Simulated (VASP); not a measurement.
Crystal: Mo.

```
Mo
1.0
    -1.57365    1.57365    1.57365
     1.57365   -1.57365    1.57365
     1.57365    1.57365   -1.57365
Mo
1
Cartesian
  0.0000 0.0000 0.0000
```

| Quantity | Value |
| --- | --- |
| Program | VASP 6.6.1 |
| Task | relaxation of cell and atoms |
| Functional | PBE |
| Potentials or basis | VASP PAW PBE potentials, release 64 (Mo_sv) |
| Cutoff | 600 eV |
| k mesh | 14 × 14 × 14 |
| Occupations | fermi-dirac, width 0.1 eV |
| Spin | no spin polarisation |

At the start: pressure 4.4 GPa; volume 15.59 Å³/atom.

**Question.** Where does the relaxation end?

**Answer.** Over 3 steps the energy falls by 3.4 meV/atom and the volume is 15.85 Å³/atom (+1.7 %); space group Im-3m (No. 229, to 0.05 Å).

The path:
| step | energy change (eV) | largest force (eV/Å) | pressure (GPa) | volume (Å³) |
| --- | --- | --- | --- | --- |
| 1 | 0.0000 | 0.0000 | 4.36 | 15.59 |
| 2 | 0.0213 | 0.0000 | -10.54 | 16.57 |
| 3 | -0.0034 | 0.0000 | -0.07 | 15.85 |

Final structure:
```
Mo
1.0
    -1.58232    1.58232    1.58232
     1.58232   -1.58232    1.58232
     1.58232    1.58232   -1.58232
Mo
1
Direct
  0.00000 0.00000 0.00000
```
